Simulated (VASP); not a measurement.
# W (R-3m) in VASP: further runs, part 2 of 2

VASP 6.6.1. The steps go on from the part before.

## Step 3: Single point, LDA (16.66 Å³/atom)

Input file INCAR:

```
SYSTEM = W
ALGO = Fast
EDIFF = 1E-6
ENCUT = 520
ISIF = 2
ISMEAR = 0
LASPH = .TRUE.
LCHARG = .TRUE.
LELF = .TRUE.
LREAL = .FALSE.
LVHAR = .TRUE.
LWAVE = .FALSE.
NBANDS = 13
NELM = 100
PREC = Accurate
SIGMA = 0.15
```

Input file KPOINTS:

```
k-points
0
G
  22 22 22
  0 0 0
```

Input file POSCAR:

```
W
1.0
   -1.3957708743      1.6160342202      1.6160342202
    1.6160342202     -1.3957708743      1.6160342202
    1.6160342202      1.6160342202     -1.3957708743
W
1
Direct
    0.0000000000      0.0000000000      0.0000000000
```

Potentials or basis: VASP PAW LDA potentials, release 64 (W_sv).

The run is started by

```bash
$ cat potpaw_LDA.64/W_sv/POTCAR > POTCAR
$ mpirun -np 1 vasp_std > vasp.out
```

OUTCAR:

```text
SYSTEM = W
   EDIFF = 1E-6
   ENCUT = 520
   ISIF = 2
   ISMEAR = 0
   LASPH = .TRUE.
   LREAL = .FALSE.
   NELM = 100
   PREC = Accurate

 ion  position               nearest neighbor table
   1  0.000  0.000  0.000-

  LATTYP: Found a trigonal (rhomboedric) cell.
 ALAT       =     2.6779300841
 COS(alpha) =    -0.2648972803

  Lattice vectors:

 A1 = (  -1.3957708743,   1.6160342202,   1.6160342202)
 A2 = (   1.6160342202,  -1.3957708743,   1.6160342202)
 A3 = (   1.6160342202,   1.6160342202,  -1.3957708743)

Analysis of symmetry for initial positions (statically):
=====================================================================
 Subroutine PRICEL returns:
 Original cell was already a primitive cell.

 Routine SETGRP: Setting up the symmetry group for a
 trigonal (rhombohedral) supercell.

 Subroutine GETGRP returns: Found 12 space group operations
 (whereof 12 operations were pure point group operations)
 out of a pool of 12 trial point group operations.

The static configuration has the point symmetry D_3d.

[... 167 lines left out ...]
  band No.  band energies     occupation
      1     -63.1985      2.00000
      2     -27.2854      2.00000
      3     -26.8998      2.00000
      4     -26.8998      2.00000
      5       1.3760      2.00000
      6       7.9327      2.00000
      7       7.9327      2.00000
      8      11.5718      0.00000
      9      13.4509      0.00000
     10      13.4509      0.00000
     11      24.2314      0.00000
     12      24.2314      0.00000
     13      27.6442      0.00000
[... 354 lines left out ...]
  band No.  band energies     occupation
      1     -63.0998      2.00000
      2     -28.2305      2.00000
      3     -27.2167      2.00000
      4     -26.8977      2.00000
      5       4.6923      2.00000
      6       7.0383      2.00000
      7       9.7725      2.00000
      8      13.4739      0.00000
      9      13.6914      0.00000
     10      14.7556      0.00000
     11      20.7893      0.00000
     12      23.6017      0.00000
     13      28.1790      0.00000

 [... further k-points ...]

------------------------ aborting loop because EDIFF is reached ----------------------------------------

  FORCE on cell =-STRESS in cart. coord.  units (eV):
  Direction    XX          YY          ZZ          XY          YZ          ZX
  --------------------------------------------------------------------------------------
  -------------------------------------------------------------------------------------
  Total       -1.4033814     -1.4033814     -1.4033814     -1.1950733     -1.1950733     -1.1950733
  in kB     -134.9862422   -134.9862422   -134.9862422   -114.9498355   -114.9498355   -114.9498355
  external PRESSURE =    -134.9862422 kB  Pullay stress =       0.0000000 kB

 VOLUME and BASIS-vectors are now :
 -----------------------------------------------------------------------------
  energy-cutoff  :      520.00
  volume of cell :       16.66
      direct lattice vectors                 reciprocal lattice vectors
    -1.395770874  1.616034220  1.616034220    -0.039826515  0.292200282  0.292200282
     1.616034220 -1.395770874  1.616034220     0.292200282 -0.039826515  0.292200282
     1.616034220  1.616034220 -1.395770874     0.292200282  0.292200282 -0.039826515

 POSITION                                       TOTAL-FORCE (eV/Angst)
 -----------------------------------------------------------------------------------
      0.00000      0.00000      0.00000        -0.000000      0.000000      0.000000
 -----------------------------------------------------------------------------------
    total drift:                                0.000000     -0.000000     -0.000000

  FREE ENERGIE OF THE ION-ELECTRON SYSTEM (eV)
  ---------------------------------------------------
  free  energy   TOTEN  =       -13.7751774434 eV

  energy  without entropy=      -13.7684514382  energy(sigma->0) =      -13.77181444
```

OSZICAR:

```text
N       E                     dE             d eps       ncg     rms          rms(c)
DAV:   1     0.844797492381E+02    0.84480E+02   -0.74937E+03 26760   0.121E+03
DAV:   2    -0.127598912934E+02   -0.97240E+02   -0.93323E+02 29919   0.315E+02
DAV:   3    -0.144423744349E+02   -0.16825E+01   -0.16764E+01 29534   0.403E+01
DAV:   4    -0.144496221824E+02   -0.72477E-02   -0.72476E-02 29619   0.292E+00
DAV:   5    -0.144496878343E+02   -0.65652E-04   -0.65652E-04 30039   0.263E-01    0.198E+01
RMM:   6    -0.139132257752E+02    0.53646E+00   -0.42153E-01 29197   0.578E+00    0.806E+00
RMM:   7    -0.137794879584E+02    0.13374E+00   -0.27902E-01 29317   0.467E+00    0.751E-01
RMM:   8    -0.137752614520E+02    0.42265E-02   -0.12037E-02 32807   0.120E+00    0.191E-01
RMM:   9    -0.137751618688E+02    0.99583E-04   -0.20534E-03 32344   0.527E-01    0.529E-02
RMM:  10    -0.137751735265E+02   -0.11658E-04   -0.26738E-04 34711   0.200E-01    0.885E-03
RMM:  11    -0.137751759557E+02   -0.24292E-05   -0.51687E-05 34241   0.877E-02    0.476E-03
RMM:  12    -0.137751772062E+02   -0.12505E-05   -0.14333E-05 29580   0.430E-02    0.300E-03
RMM:  13    -0.137751774434E+02   -0.23715E-06   -0.26210E-06 23860   0.186E-02
   1 F= -.13775177E+02 E0= -.13771814E+02  d E =-.672601E-02
```

It took 96 s on 1 thread of AMD EPYC 9R45 (Zen 5), shared host; peak memory 0.26 GiB.

Results:

```
Free energy            : -13.7752 eV
Pressure               : -13.5 GPa
Band gap on the k mesh : zero (bands 7 and 8 overlap by 2.82 eV)
```

Caveat: the cell stands under tension; spin-orbit coupling is left out, which moves the levels of the heavy elements.

## Step 4: Single point, LDA (16.66 Å³/atom)

Input file INCAR:

```
SYSTEM = W
  PREC = Accurate
  ENCUT = 520
  EDIFF = 1E-6
  ISMEAR = 0
  SIGMA = 0.15
  LREAL = .False.
  LASPH = .True.
  NELM = 60
  ALGO = Fast
  ISIF = 2
  LWAVE = .False.
  LCHARG = .False.
  NBANDS = 13
```

Input file KPOINTS:

```
Automatic mesh
0
Gamma
  22 22 22
  0 0 0
```

Input file POSCAR:

```
W
1.0
   -2.2551359840      1.6685455888      1.6685455888
    1.6685455888     -2.2551359840      1.6685455888
    1.6685455888      1.6685455888     -2.2551359840
W
1
Direct
    0.0000000000      0.0000000000      0.0000000000
```

The run is started by

```bash
$ cat potpaw_LDA.64/W_sv/POTCAR > POTCAR
$ mpirun -np 1 vasp_std > vasp.out
```

Run time: 2.2 min. Hardware: 1 thread of AMD EPYC 9R45 (Zen 5), shared host; peak memory 0.27 GiB.

It converged, with:

```
Free energy            : -6.8968 eV
Pressure               : 135.9 GPa
Band gap on the k mesh : zero (bands 7 and 8 overlap by 6.29 eV)
```

Stress tensor (GPa, compression positive):
```
135.87 166.62 166.62
166.62 135.87 166.62
166.62 166.62 135.87
```

Levels at points of the mesh, in eV from the Fermi level:
```csv
k point,band 4,band 5,band 6,band 7,band 8,band 9,band 10,band 11
"(0.00, 0.00, 0.00)",-32.86,-9.27,-6.54,-3.30,-3.30,8.80,11.07,11.07
"(0.50, 0.00, 0.00)",-37.18,-7.97,-7.09,1.82,2.19,4.71,5.10,11.41
"(0.50, 0.50, 0.00)",-32.87,-7.15,-6.18,-1.65,0.31,2.63,8.35,11.14
"(0.50, 0.50, 0.50)",-37.28,-8.10,-8.10,2.99,2.99,7.64,9.14,9.14
```

Caveat: atoms lie so close that the PAW spheres overlap strongly, which falsifies energies and pressures; the cell stands under pressure; spin-orbit coupling is left out, which moves the levels of the heavy elements.

## Step 5: Overview

| cell | gap on the mesh (eV) | pressure (GPa) |
| --- | --- | --- |
| a = 2.560 Å, angles 86.0°, 1 atom | none | 12.2 |
| a = 2.678 Å, angles 105.4°, 1 atom | none | -13.5 |
| a = 3.264 Å, angles 116.4°, 1 atom | none | 135.9 |

Alike in all rows: task single point; level LDA; potentials or basis VASP PAW LDA potentials, release 64 (W_sv); no spin polarisation; k mesh 22 × 22 × 22; cutoff (eV) 520; smearing gaussian 0.15 eV.

Caveats: spin-orbit coupling is left out, which moves the levels of the heavy elements; the cell stands under pressure (at least some runs); the cell stands under tension (at least some runs); atoms lie so close that the PAW spheres overlap strongly, which falsifies energies and pressures (at least some runs).

Total energies depend on the potentials used, so only differences within one code and one set of settings carry meaning.
